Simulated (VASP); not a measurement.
# C (P6_3/mmc) in VASP: a series of runs, part 2 of 2

VASP 6.6.1. The steps go on from the part before.

## (4) Single point, PBEsol+D3(BJ) (8.81 Å³/atom)

This run uses another cell than the first one, of 8.81 Å³/atom.

Contents of INCAR:

```
SYSTEM = C
PREC = Accurate ; ENCUT = 520
EDIFF = 1E-6 ; ISMEAR = 0
SIGMA = 0.15 ; LREAL = .False.
LASPH = .True. ; NELM = 60
ALGO = Normal ; ISIF = 2
LWAVE = .False. ; LCHARG = .False.
GGA = PS ; IVDW = 12
NBANDS = 16
```

Contents of KPOINTS:

```
regular mesh
0
Gamma
  21 21 8
  0 0 0
```

Contents of POSCAR:

```
C
1.0
    2.5379869948      0.0000000000      0.0000000000
   -1.2689934974      2.1979612119      0.0000000000
    0.0000000000      0.0000000000      6.3200952144
C
4
Direct
    0.0000000000      0.0000000000      0.0025000000
    0.0000000000      0.0000000000      0.5025000000
    0.3333333333      0.6666666667      0.0025000000
    0.6666666667      0.3333333333      0.5025000000
```

Potentials or basis: VASP PAW PBE potentials, release 64 (C).

Started as:

```bash
> cat potpaw_PBE.64/C/POTCAR > POTCAR
> mpirun -np 1 vasp_std > vasp.out
```

OUTCAR:

```text
SYSTEM = C
   PREC = Accurate
   ENCUT = 520
   EDIFF = 1E-6
   ISMEAR = 0
   LREAL = .False.
   LASPH = .True.
   NELM = 60
   ISIF = 2
   GGA = PS
   IVDW = 12
 IVDW          = 12

 ion  position               nearest neighbor table
   1  0.000  0.000  0.002-   3 1.47   3 1.47   3 1.47
   2  0.000  0.000  0.502-   4 1.47   4 1.47   4 1.47
   3  0.333  0.667  0.002-   1 1.47   1 1.47   1 1.47
   4  0.667  0.333  0.502-   2 1.47   2 1.47   2 1.47

  LATTYP: Found a hexagonal cell.
 ALAT       =     2.5379869948
 C/A-ratio  =     2.4902000000

  Lattice vectors:

 A1 = (   2.5379869948,   0.0000000000,   0.0000000000)
 A2 = (  -1.2689934974,   2.1979612119,   0.0000000000)
 A3 = (   0.0000000000,   0.0000000000,   6.3200952144)

Analysis of symmetry for initial positions (statically):
=====================================================================
 Subroutine PRICEL returns:
 Original cell was already a primitive cell.

 Routine SETGRP: Setting up the symmetry group for a
 hexagonal supercell.

 Subroutine GETGRP returns: Found 24 space group operations
 (whereof  6 operations were pure point group operations)
 out of a pool of 24 trial point group operations.

The static configuration has the point symmetry C_3v.
 The point group associated with its full space group is D_6h.

Analysis of symmetry for dynamics (positions and initial velocities):
=====================================================================
 Subroutine PRICEL returns:
 Original cell was already a primitive cell.

 Routine SETGRP: Setting up the symmetry group for a
 hexagonal supercell.

 Subroutine GETGRP returns: Found 24 space group operations
 (whereof  6 operations were pure point group operations)
 out of a pool of 24 trial point group operations.

The dynamic configuration has the point symmetry C_3v.
 The point group associated with its full space group is D_6h.

 Subroutine INISYM returns: Found 24 space group operations
[... 122 lines left out ...]
  volume/ion in A,a.u.               =       8.81        59.48
  Fermi-wavevector in a.u.,A,eV,Ry     =   1.258067  2.377402 21.534388  1.582733
  Thomas-Fermi vector in A             =   2.391695
   LORBIT       =      0    0 simple, 1 ext, 2 COOP (PROOUT), +10 PAW based schemes
   GGA     = PS    functional components
   LHFCALC =     F    Hartree Fock is set to
   AEXX    =    0.0000 exact exchange contribution
   IVDW    =    12    specifies the selected vdW correction
   LEPSILON=     F    determine dielectric tensor
   LRPA    =     F    only Hartree local field effects (RPA)
 non-spin polarized calculation
 Gauss-broadening in eV      SIGMA  =   0.15
  energy-cutoff  :      520.00
  volume of cell :       35.26
 maximum number of plane-waves:       966
 NGX is ok and might be reduce to    20
   NGX =  9   NGY =  9   NGZ = 23

 number of electron      15.9999999 magnetization

 Free energy of the ion-electron system (eV)
  ---------------------------------------------------
  ext. energy  EPLUGINS =         0.00000000
  ---------------------------------------------------
  free energy    TOTEN  =       -38.28502244 eV

  energy without entropy =      -38.28416504  energy(sigma->0) =      -38.28459374

 E-fermi :   4.5861     XC(G=0): -10.7760

 val. band max:        4.5856216066   @ k =   0.3333   0.3333   0.2500
 cond. band min:       4.6127349932   @ k =   0.3333   0.3333   0.3750
 fundamental gap:      0.0271133866
 Fermi energy:         4.5860662541

 k-point     1 :       0.0000    0.0000    0.0000
  band No.  band energies     occupation
      1     -14.4043      2.00000
      2     -13.9030      2.00000
      3      -3.7080      2.00000
      4      -0.9377      2.00000
      5       1.6089      2.00000
      6       1.6089      2.00000
[... 433 lines left out ...]
      3      -2.4382      2.00000
      4      -2.2885      2.00000
      5      -1.9992      2.00000
      6      -0.7215      2.00000
[... 8 lines left out ...]
     15      15.7178      0.00000
     16      17.5106      0.00000

 [... further k-points ...]

------------------------ aborting loop because EDIFF is reached ----------------------------------------

 Edisp (eV)   -0.45591

 E8    (eV) :    -0.2216

  FORCE on cell =-STRESS in cart. coord.  units (eV):
  Direction    XX          YY          ZZ          XY          YZ          ZX
  --------------------------------------------------------------------------------------
  -------------------------------------------------------------------------------------
  Total      -8.28239    -8.28239     0.41276     0.00000    -0.00000     0.00000
  in kB    -376.38571  -376.38571    18.75734     0.00000    -0.00000     0.00000
  external pressure =     -244.67 kB  Pullay stress =        0.00 kB

 VOLUME and BASIS-vectors are now :
 -----------------------------------------------------------------------------
  energy-cutoff  :      520.00
  volume of cell :       35.26
      direct lattice vectors                 reciprocal lattice vectors
     2.537986995  0.000000000  0.000000000     0.394013051  0.227483541  0.000000000
    -1.268993497  2.197961212  0.000000000     0.000000000  0.454967082  0.000000000
     0.000000000  0.000000000  6.320095214     0.000000000  0.000000000  0.158225464

 POSITION                                       TOTAL-FORCE (eV/Angst)
 -----------------------------------------------------------------------------------
      0.00000      0.00000      0.01580         0.000000     -0.000000      0.000000
      0.00000      0.00000      3.17585         0.000000      0.000000      0.000000
     -0.00000      1.46531      0.01580        -0.000000     -0.000000      0.000000
      1.26899      0.73265      3.17585         0.000000      0.000000     -0.000000
 -----------------------------------------------------------------------------------
    total drift:                                0.000000      0.000000     -0.000022

  FREE ENERGIE OF THE ION-ELECTRON SYSTEM (eV)
  ---------------------------------------------------
  free  energy   TOTEN  =       -38.7409372218 eV

  energy  without entropy=      -38.7400798175  energy(sigma->0) =      -38.74050852
```

OSZICAR:

```text
N       E                     dE             d eps       ncg     rms          rms(c)
DAV:   1     0.237469016967E+02    0.23747E+02   -0.78575E+03  7688   0.934E+02
DAV:   2    -0.375602937977E+02   -0.61307E+02   -0.56097E+02 10912   0.176E+02
DAV:   3    -0.399657557682E+02   -0.24055E+01   -0.23944E+01 10064   0.319E+01
DAV:   4    -0.399849118893E+02   -0.19156E-01   -0.19143E-01  9720   0.339E+00
DAV:   5    -0.399852094604E+02   -0.29757E-03   -0.29754E-03  9936   0.404E-01    0.801E+00
DAV:   6    -0.386934189739E+02    0.12918E+01   -0.87117E-01  9552   0.575E+00    0.464E+00
DAV:   7    -0.382828177963E+02    0.41060E+00   -0.10275E+00  9736   0.641E+00    0.110E+00
DAV:   8    -0.382853287127E+02   -0.25109E-02   -0.52145E-02  9280   0.133E+00    0.152E-01
DAV:   9    -0.382849474767E+02    0.38124E-03   -0.89455E-04  9896   0.209E-01    0.628E-02
DAV:  10    -0.382850345914E+02   -0.87115E-04   -0.23503E-04  9160   0.988E-02    0.479E-02
DAV:  11    -0.382850222950E+02    0.12296E-04   -0.37090E-05  9680   0.404E-02    0.296E-03
DAV:  12    -0.382850224433E+02   -0.14828E-06   -0.13898E-06  9000   0.747E-03
   1 F= -.38740937E+02 E0= -.38740509E+02  d E =-.857404E-03
```

Run time: 2.9 min. Hardware: 1 thread of Intel Xeon 8259CL, shared host; peak memory 0.23 GiB.

Results:

```
Free energy                : -38.7409 eV
Pressure                   : -24.5 GPa
Band gap on the k mesh     : zero (bands 8 and 9 overlap by 0.06 eV)
Dispersion energy per atom : -0.114 eV
```

Levels at points of the mesh, in eV from the Fermi level:
```
           k point  band 5  band 6  band 7  band 8  band 9  band 10  band 11  band 12
(0.00, 0.00, 0.00)   -2.98   -2.98   -2.94   -2.94    4.99     7.75     7.75     7.85
(0.00, 0.00, 0.50)   -2.96   -2.96   -2.96   -2.96    7.80     7.80     7.80     7.80
```

Caveat: the cell stands under tension; the PAW data sets were made with another functional, which shifts forces and pressure a little.

## (5) Single point, PBEsol+D3(BJ) (8.81 Å³/atom)

This run uses another cell than the first one, of 8.81 Å³/atom.

Contents of INCAR:

```
SYSTEM = C
ALGO = Normal
EDIFF = 1E-7
ENCUT = 520
GGA = PS
ISIF = 2
ISMEAR = 0
IVDW = 12
LASPH = .TRUE.
LCHARG = .FALSE.
LREAL = .FALSE.
LWAVE = .FALSE.
NBANDS = 16
NELM = 60
PREC = Accurate
SIGMA = 0.15
```

Contents of KPOINTS:

```
k-points
0
G
  21 21 8
  0 0 0
```

Contents of POSCAR:

```
C
1.0
    2.4775287001      0.0000000000      0.0000000000
   -1.2387643501      2.1456027928      0.0000000000
    0.0000000000      0.0000000000      6.6323130581
C
4
Direct
    0.0000000000      0.0000000000      0.0025000000
    0.0000000000      0.0000000000      0.5025000000
    0.3333333333      0.6666666667      0.0025000000
    0.6666666667      0.3333333333      0.5025000000
```

Started as:

```bash
> cat potpaw_PBE.64/C/POTCAR > POTCAR
> mpirun -np 1 vasp_std > vasp.out
```

It took 2.8 min on 1 thread of Intel Xeon 8259CL, shared host; peak memory 0.22 GiB.

The run converged. Its results:

- Free energy: -38.9988 eV
- Pressure: -6.1 GPa
- Band gap on the k mesh: zero (bands 8 and 9 overlap by 0.04 eV)
- Dispersion energy per atom: -0.111 eV

Stress tensor (GPa, compression positive):
```
-9.01  0.00  0.00
 0.00 -9.01  0.00
 0.00  0.00 -0.33
```

Levels at points of the mesh, in eV from the Fermi level:
```csv
k point,band 6,band 7,band 8,band 9,band 10,band 11
"(0.00, 0.00, 0.00)",-2.97,-2.95,-2.95,4.22,8.21,8.21
"(0.00, 0.00, 0.50)",-2.96,-2.96,-2.96,6.98,6.98,8.24
```

Caveat: the cell stands under tension; the PAW data sets were made with another functional, which shifts forces and pressure a little.

## (6) Overview

```tsv
cell	gap on the mesh (eV)	pressure (GPa)
a = 2.658, b = 2.658, c = 6.302 Å, angles 90.0, 90.0, 120.0°, 4 atoms	none	-49.4
a = 2.419, b = 2.419, c = 6.960 Å, angles 90.0, 90.0, 120.0°, 4 atoms	none	15.2
a = 2.538, b = 2.538, c = 6.320 Å, angles 90.0, 90.0, 120.0°, 4 atoms	none	-24.5
a = 2.478, b = 2.478, c = 6.632 Å, angles 90.0, 90.0, 120.0°, 4 atoms	none	-6.1
```

Alike in all rows: task single point; level PBEsol+D3(BJ); potentials or basis VASP PAW PBE potentials, release 64 (C); no spin polarisation; k mesh 21 × 21 × 8; cutoff (eV) 520; smearing gaussian 0.15 eV.

Caveats: the PAW data sets were made with another functional, which shifts forces and pressure a little; the cell stands under tension (at least some runs); the cell stands under pressure (at least some runs).

Absolute energies hang on the potentials; compare differences alone.
